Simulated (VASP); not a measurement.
# SnO2 (Pnnm) in VASP: single point with PBE

Aim: the single point of SnO2 with PBE.

Program: VASP 6.6.1. These are calculated values, not measurements. Logs are shortened: lines on timing, memory, paths and dates and some standing lists are left out, and cuts for length are marked.

## Step 1: The cell of the first run

The structure is orthorhombic, space group Pnnm (No. 58). The conventional cell has a = 4.884 Å, b = 4.884 Å, c = 3.162 Å, α = 90.00°, β = 90.00°, γ = 90.00°. Sn (site symmetry 2/m) has 6 O at 2.07 to 2.12 Å within 2.7 Å. Within 2.7 Å of O (site symmetry m) lie 3 Sn at 2.07 to 2.12 Å and 1 O at 2.68 Å.

## Step 2: Single point, PBE (atoms displaced along a vibrational mode, the cell strained)

INCAR reads:

```
  ALGO = Normal
  EDIFF = 1E-6
  ENCUT = 520
  GGA = PE
  ISIF = 2
  ISMEAR = 0
  LASPH = True
  LCHARG = False
  LREAL = False
  LWAVE = False
  NBANDS = 35
  NELM = 100
  PREC = Accurate
  SIGMA = 0.05
```

KPOINTS reads:

```
k-points
0
Gamma
  6 6 8
```

POSCAR reads:

```
SnO2
1.0
    4.8840370816      0.0000000000      0.0000000000
    0.0000000000      4.8840509251      0.0000000000
    0.0000000000      0.0000000000      3.1624583641
Sn O
2 4
Direct
    0.5000000000      0.5000000000      0.5000000000
    0.0000000000      0.0000000000      0.0000000000
    0.2942685581      0.3189326770      0.0000000000
    0.7942685581      0.1810673230      0.5000000000
    0.2057314419      0.8189326770      0.5000000000
    0.7057314419      0.6810673230      0.0000000000
```

Potentials or basis: VASP PAW PBE potentials, release 64 (Sn_d, O).

The run is started by

```sh
> cat potpaw_PBE.64/Sn_d/POTCAR potpaw_PBE.64/O/POTCAR > POTCAR
> mpirun -np 1 vasp_std > vasp.out
```

OUTCAR:

```text
EDIFF = 1E-6
   ENCUT = 520
   GGA = PE
   ISIF = 2
   ISMEAR = 0
   LASPH = True
   LREAL = False
   NELM = 100
   PREC = Accurate

 ion  position               nearest neighbor table
   1  0.500  0.500  0.500-   3 2.07   6 2.07   3 2.07   6 2.07   5 2.12   4 2.12
   2  0.000  0.000  0.000-   4 2.07   5 2.07   4 2.07   5 2.07   3 2.12   6 2.12
   3  0.294  0.319  0.000-   1 2.07   1 2.07   2 2.12
   4  0.794  0.181  0.500-   2 2.07   2 2.07   1 2.12
   5  0.206  0.819  0.500-   2 2.07   2 2.07   1 2.12
   6  0.706  0.681  0.000-   1 2.07   1 2.07   2 2.12

  LATTYP: Found a simple tetragonal cell.
 ALAT       =     4.8840370816
 C/A-ratio  =     0.6475090814

  Lattice vectors:

 A1 = (   4.8840370816,   0.0000000000,   0.0000000000)
 A2 = (   0.0000000000,   4.8840509251,   0.0000000000)
 A3 = (   0.0000000000,   0.0000000000,   3.1624583641)

Analysis of symmetry for initial positions (statically):
=====================================================================
 Subroutine PRICEL returns:
 Original cell was already a primitive cell.

 Routine SETGRP: Setting up the symmetry group for a
 simple tetragonal supercell.

 Subroutine GETGRP returns: Found  8 space group operations
 (whereof  4 operations were pure point group operations)
 out of a pool of 16 trial point group operations.

The static configuration has the point symmetry C_2h.
 The point group associated with its full space group is D_2h.

Analysis of symmetry for dynamics (positions and initial velocities):
=====================================================================
 Subroutine PRICEL returns:
 Original cell was already a primitive cell.

 Routine SETGRP: Setting up the symmetry group for a
 simple tetragonal supercell.

 Subroutine GETGRP returns: Found  8 space group operations
 (whereof  4 operations were pure point group operations)
 out of a pool of 16 trial point group operations.

The dynamic configuration has the point symmetry C_2h.
 The point group associated with its full space group is D_2h.

 Subroutine INISYM returns: Found  8 space group operations
 (whereof  4 operations are pure point group operations),
 and found     1 'primitive' translations

----------------------------------------------------------------------------------------

                                     Primitive cell

  volume of cell :      75.4369

  direct lattice vectors                    reciprocal lattice vectors
     4.884037082  0.000000000  0.000000000     0.204748650  0.000000000  0.000000000
     0.000000000  4.884050925  0.000000000     0.000000000  0.204748070  0.000000000
     0.000000000  0.000000000  3.162458364     0.000000000  0.000000000  0.316209697

  length of vectors
     4.884037082  4.884050925  3.162458364     0.204748650  0.204748070  0.316209697

  position of ions in fractional coordinates (direct lattice)
     0.500000000  0.500000000  0.500000000
     0.000000000  0.000000000  0.000000000
     0.294268558  0.318932677  0.000000000
     0.794268558  0.181067323  0.500000000
     0.205731442  0.818932677  0.500000000
     0.705731442  0.681067323  0.000000000

  ion indices of the primitive-cell ions
   primitive index   ion index
                 1           1
                 2           2
                 3           3
                 4           4
                 5           5
                 6           6

----------------------------------------------------------------------------------------

 KPOINTS: k-points

Automatic generation of k-mesh.
 Grid dimensions read from file:
 generate k-points for:    6    6    8

 Generating k-lattice:

  Cartesian coordinates                     Fractional coordinates (reciprocal lattice)
     0.034124775  0.000000000  0.000000000     0.166666667  0.000000000  0.000000000
     0.000000000  0.034124678  0.000000000     0.000000000  0.166666667  0.000000000
     0.000000000  0.000000000  0.039526212     0.000000000  0.000000000  0.125000000

  Length of vectors
     0.034124775  0.034124678  0.039526212

  Shift w.r.t. Gamma in fractional coordinates (k-lattice)
     0.000000000  0.000000000  0.000000000

 Subroutine IBZKPT returns following result:
 ===========================================

 Found     80 irreducible k-points:

 Following reciprocal coordinates:
            Coordinates               Weight
  0.000000  0.000000  0.000000      1.000000
  0.166667  0.000000  0.000000      2.000000
  0.000000  0.166667  0.000000      2.000000
  0.333333  0.000000  0.000000      2.000000
  0.000000  0.333333  0.000000      2.000000
  0.500000  0.000000  0.000000      1.000000
[... 16 lines left out ...]
  0.000000  0.500000  0.125000      2.000000
  0.166667  0.166667  0.125000      8.000000
 [... further k-points ...]
   k-points           NKPTS =     80   k-points in BZ     NKDIM =     80   number of bands    NBANDS=     35
   number of dos      NEDOS =    301   number of ions     NIONS =      6
   total plane-waves  NPLWV =  31104
   dimension x,y,z NGX =    36 NGY =   36 NGZ =   24
   dimension x,y,z NGXF=    72 NGYF=   72 NGZF=   48
   ions per type =               2   4
   NGX,Y,Z   is equivalent  to a cutoff of  12.25, 12.25, 12.62 a.u.
   NGXF,Y,Z  is equivalent  to a cutoff of  24.51, 24.51, 25.23 a.u.
 SYSTEM =  unknown system
   PREC   = accura    normal or accurate (medium, high low for compatibility)
   ISTART =      0    job   : 0-new  1-cont  2-samecut
   ICHARG =      2    charge: 1-file 2-atom 10-const
   ISPIN  =      1    spin polarized calculation?
   LNONCOLLINEAR =      F non collinear calculations
   LSORBIT =      F    spin-orbit coupling
   LASPH  =      T    aspherical Exc in radial PAW
   ENCUT  =  520.0 eV  38.22 Ry    6.18 a.u.   9.08  9.08  5.88*2*pi/ulx,y,z
   NELM   =    100;   NELMIN=  2; NELMDL= -5     # of ELM steps
   EDIFF  = 0.1E-05   stopping-criterion for ELM
   LREAL  =      F    real-space projection
   EDIFFG = 0.1E-04   stopping-criterion for IOM
   NSW    =      0    number of steps for IOM
   IBRION =     -1    ionic relax: 0-MD 1-quasi-New 2-CG
   NFREE  =      0    steps in history (QN), initial steepest desc. (CG)
   ISIF   =      2    stress and relaxation
   ISYM   =      2    0-nonsym 1-usesym 2-fastsym
   POTIM  = 0.5000    time-step for ionic-motion
   TEBEG  =    0.0;   TEEND  =   0.0 temperature during run
   PSTRESS=    0.0 pullay stress
   NELECT =      52.0000    total number of electrons
   NUPDOWN=      -1.0000    fix difference up-down
   EMIN   =  10.00;   EMAX   =-10.00  energy-range for DOS
   EFERMI =   0.00;   METHOD = LEGACY
   ISMEAR =     0;   SIGMA  =   0.05  broadening in eV -4-tet -1-fermi 0-gaus
   EFERMI_NEDOS =   21; number of points for ismear=-14 and -15
   IALGO  =     38    algorithm
   IMIX   =      4    mixing-type and parameters
     AMIX     =   0.40;   BMIX     =  1.00
     AMIX_MAG =   1.60;   BMIX_MAG =  1.00
  volume/ion in A,a.u.               =      12.57        84.85
  Fermi-wavevector in a.u.,A,eV,Ry     =   1.446154  2.732835 28.454710  2.091362
  Thomas-Fermi vector in A             =   2.564255
   LORBIT       =      0    0 simple, 1 ext, 2 COOP (PROOUT), +10 PAW based schemes
   GGA     = PE    functional components
   LHFCALC =     F    Hartree Fock is set to
   AEXX    =    0.0000 exact exchange contribution
   IVDW    =     0    specifies the selected vdW correction
   LEPSILON=     F    determine dielectric tensor
   LRPA    =     F    only Hartree local field effects (RPA)
 non-spin polarized calculation
 Gauss-broadening in eV      SIGMA  =   0.05
  energy-cutoff  :      520.00
  volume of cell :       75.44
 maximum number of plane-waves:      2060
   NGX = 19   NGY = 19   NGZ = 11

 number of electron      51.9999994 magnetization

 Free energy of the ion-electron system (eV)
  ---------------------------------------------------
  ext. energy  EPLUGINS =         0.00000000
  ---------------------------------------------------
  free energy    TOTEN  =       -37.25719502 eV

  energy without entropy =      -37.25719502  energy(sigma->0) =      -37.25719502

 E-fermi :   5.7539     XC(G=0): -10.9641

 val. band max:        5.4682097120   @ k =   0.0000   0.0000   0.0000
 cond. band min:       6.3444452131   @ k =   0.0000   0.0000   0.0000
 fundamental gap:      0.8762355010
 Fermi energy:         5.7539003725

 k-point     1 :       0.0000    0.0000    0.0000
  band No.  band energies     occupation
      1     -15.5375      2.00000
      2     -14.9249      2.00000
      3     -14.6519      2.00000
      4     -14.6215      2.00000
      5     -14.6189      2.00000
      6     -14.5290      2.00000
[... 27 lines left out ...]
     34      16.9954      0.00000
     35      17.5180      0.00000

 k-point     2 :       0.1667    0.0000    0.0000
  band No.  band energies     occupation
      1     -15.5018      2.00000
      2     -14.9640      2.00000
      3     -14.6500      2.00000
      4     -14.6200      2.00000
      5     -14.6177      2.00000
      6     -14.5552      2.00000
[... 27 lines left out ...]
     34      17.0365      0.00000
     35      17.6003      0.00000

 k-point     3 :       0.0000    0.1667    0.0000
  band No.  band energies     occupation
      1     -15.5023      2.00000
      2     -14.9647      2.00000
      3     -14.6502      2.00000
      4     -14.6199      2.00000
      5     -14.6177      2.00000
      6     -14.5558      2.00000
[... 27 lines left out ...]
     34      16.7527      0.00000
     35      17.5445      0.00000
[... 723 lines left out ...]
 k-point    23 :       0.0000    0.5000    0.1250
  band No.  band energies     occupation
      1     -15.2035      2.00000
      2     -15.2035      2.00000
      3     -14.7550      2.00000
      4     -14.7550      2.00000
      5     -14.5834      2.00000
      6     -14.5834      2.00000
[... 27 lines left out ...]
     34      17.5188      0.00000
     35      17.8259      0.00000

 k-point    24 :       0.1667    0.1667    0.1250
  band No.  band energies     occupation
      1     -15.4060      2.00000
      2     -14.9525      2.00000
      3     -14.7622      2.00000
      4     -14.7517      2.00000
      5     -14.6174      2.00000
      6     -14.5480      2.00000
[... 27 lines left out ...]
     34      17.2339      0.00000
     35      17.5448      0.00000

 [... further k-points ...]
[... 5 lines left out ...]
  --------------------------------------------------------------------------------------
  -------------------------------------------------------------------------------------
  Total       -0.5794514     -0.0787596      3.3194674      0.0000000      0.0000000      0.0000000
  in kB      -12.3067570     -1.6727472     70.5009616      0.0000000      0.0000000      0.0000000
  external PRESSURE =      18.8404858 kB  Pullay stress =       0.0000000 kB

 VOLUME and BASIS-vectors are now :
 -----------------------------------------------------------------------------
  energy-cutoff  :      520.00
  volume of cell :       75.44
      direct lattice vectors                 reciprocal lattice vectors
     4.884037082  0.000000000  0.000000000     0.204748650  0.000000000  0.000000000
     0.000000000  4.884050925  0.000000000     0.000000000  0.204748070  0.000000000
     0.000000000  0.000000000  3.162458364     0.000000000  0.000000000  0.316209697

 POSITION                                       TOTAL-FORCE (eV/Angst)
 -----------------------------------------------------------------------------------
      2.44202      2.44203      1.58123         0.000000      0.000000      0.000000
      0.00000      0.00000      0.00000         0.000000      0.000000      0.000000
      1.43722      1.55768      0.00000        -0.012605     -0.095765      0.000000
      3.87924      0.88434      1.58123        -0.012605      0.095765      0.000000
      1.00480      3.99971      1.58123         0.012605     -0.095765     -0.000000
      3.44682      3.32637      0.00000         0.012605      0.095765     -0.000000
 -----------------------------------------------------------------------------------
    total drift:                                0.000000      0.000000      0.000000

  FREE ENERGIE OF THE ION-ELECTRON SYSTEM (eV)
  ---------------------------------------------------
  free  energy   TOTEN  =       -37.2571950181 eV

  energy  without entropy=      -37.2571950181  energy(sigma->0) =      -37.25719502
```

It took 6 min on 1 thread of AMD EPYC 7R13, shared host; peak memory 0.29 GiB.

Results:

* Free energy: -37.2572 eV
* Pressure: 1.9 GPa
* Largest force: 0.097 eV/Å
* Band gap on the k mesh: 0.88 eV

Forces in eV/Å, atoms in the order of the input:
```
Sn   0.000  0.000  0.000
Sn   0.000  0.000  0.000
O   -0.013 -0.096  0.000
O   -0.013  0.096  0.000
O    0.013 -0.096  0.000
O    0.013  0.096  0.000
```

Stress tensor (GPa, compression positive):
```
-1.23  0.00  0.00
 0.00 -0.17  0.00
 0.00  0.00  7.05
```

Levels at points of the mesh, in eV from the valence-band top:
```csv
k point,band 22,band 23,band 24,band 25,band 26,band 27,band 28,band 29,band 30,band 31
"(0.00, 0.00, 0.00)",-1.15,-1.08,-0.77,-0.68,0.00,0.88,6.02,6.31,6.39,10.25
"(0.50, 0.00, 0.00)",-1.81,-1.07,-1.07,-0.50,-0.50,3.88,3.88,6.93,6.93,10.28
"(0.00, 0.50, 0.00)",-1.92,-1.08,-1.08,-0.67,-0.67,4.02,4.02,7.31,7.31,10.16
"(0.50, 0.50, 0.00)",-1.80,-1.18,-1.18,-0.86,-0.86,4.43,4.43,7.36,7.36,10.28
"(0.00, 0.00, 0.50)",-2.54,-1.46,-1.46,-1.11,-1.11,5.65,5.65,9.28,9.28,10.24
"(0.50, 0.00, 0.50)",-1.70,-0.94,-0.94,-0.82,-0.82,5.92,5.92,7.54,7.54,10.78
"(0.00, 0.50, 0.50)",-1.50,-1.05,-1.05,-0.71,-0.71,5.83,5.83,7.37,7.37,11.16
"(0.50, 0.50, 0.50)",-2.47,-0.90,-0.90,-0.76,-0.76,4.38,4.38,8.63,8.63,10.59
```

Caveat: the cell differs from its parent crystal (atoms displaced along a vibrational mode, the cell strained); the stress differs along the axes, from -1 to 7 GPa; spin-orbit coupling is left out, which moves the levels of the heavy elements.
